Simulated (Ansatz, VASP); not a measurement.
MgH2 in VASP and in Ansatz

Contents of POSCAR:

```
MgH2
1.0
    0.0000000000      2.3633886834      2.3633886834
    2.3633886834      0.0000000000      2.3633886834
    2.3633886834      2.3633886834      0.0000000000
Mg H
1 2
Direct
    0.0000000000      0.0000000000      0.0000000000
    0.7500000000      0.7500000000      0.7500000000
    0.2500000000      0.2500000000      0.2500000000
```

INCAR.step1

```
SYSTEM = MgH2
PREC = Accurate
ENCUT = 520
ISMEAR = 0
SIGMA = 0.1
LREAL = .False.
LASPH = .True.
NELM = 100
NBANDS = 9
GGA = PE
ALGO = Normal
EDIFF = 1E-4
LWAVE = .True.
LCHARG = .False.
```

Contents of INCAR.step2:

```
SYSTEM = MgH2
PREC = Accurate
ENCUT = 520
EDIFF = 1E-7
ISMEAR = 0
SIGMA = 0.1
LREAL = .False.
LASPH = .True.
NELM = 100
ALGO = Normal
ISIF = 2
LWAVE = .False.
LCHARG = .True.
METAGGA = R2SCAN
LMIXTAU = .True.
LELF = .True.
LVHAR = .True.
NBANDS = 9
ISTART = 1
```

File KPOINTS:

```
Automatic mesh
0
Gamma
  16 16 16
  0 0 0
```

Input for Ansatz:

```yaml
crystal:
  lattice:
    - [0.0, 2.3633886834, 2.3633886834]
    - [2.3633886834, 0.0, 2.3633886834]
    - [2.3633886834, 2.3633886834, 0.0]
  atoms:
    - { symbol: Mg, position: [0.0, 0.0, 0.0] }
    - { symbol: H, position: [0.75, 0.75, 0.75] }
    - { symbol: H, position: [0.25, 0.25, 0.25] }
basis:
  ecutwfc: 500
kpoints:
  mp_grid: { grid: [16, 16, 16] }
  band_path:
    path:
      - [[0.0, 0.0, 0.0], [0.5, 0.0, 0.5], [0.625, 0.25, 0.625]]
      - [[0.375, 0.375, 0.75], [0.0, 0.0, 0.0], [0.5, 0.5, 0.5], [0.5, 0.25, 0.75], [0.5, 0.0, 0.5]]
    npoints: 14
hamiltonian:
  xc: r2scan
scf:
  occupations: { method: gaussian, width: 0.1 }
output:
  forces: true
  stress: true
  eigenvalues: true
  populations: true
  dos: { projected: true, de: 0.02, nscf_kmesh: { grid: [24, 24, 24] } }
  bader: true
```

Alike in both runs: task single point; functional r2SCAN; k mesh 16 × 16 × 16; occupations gaussian, width 0.1 eV; no spin polarisation.

|  | VASP | Ansatz |
| --- | --- | --- |
| version | VASP 6.6.1 | Ansatz 0.2.0 |
| potentials or method | VASP PAW PBE potentials, release 64 (Mg, H), cutoff 520 eV | scalar-relativistic, plane waves, PAW |
| valence electrons in the cell | 4 | 12 |

|  | VASP | Ansatz | Ansatz less VASP |
| --- | --- | --- | --- |
| gap on the k mesh at the Fermi level (eV) | none | none | - |
| pressure (GPa) | -0.6 | 0.0 | +0.61 |

VASP's potentials were made for PBE, not for r2SCAN. A gap of «none» marks a metal or a gap that the smearing closes. VASP's potentials hold 4 valence electrons a cell and Ansatz's 12, so a difference there can come from the potentials and not from the codes.
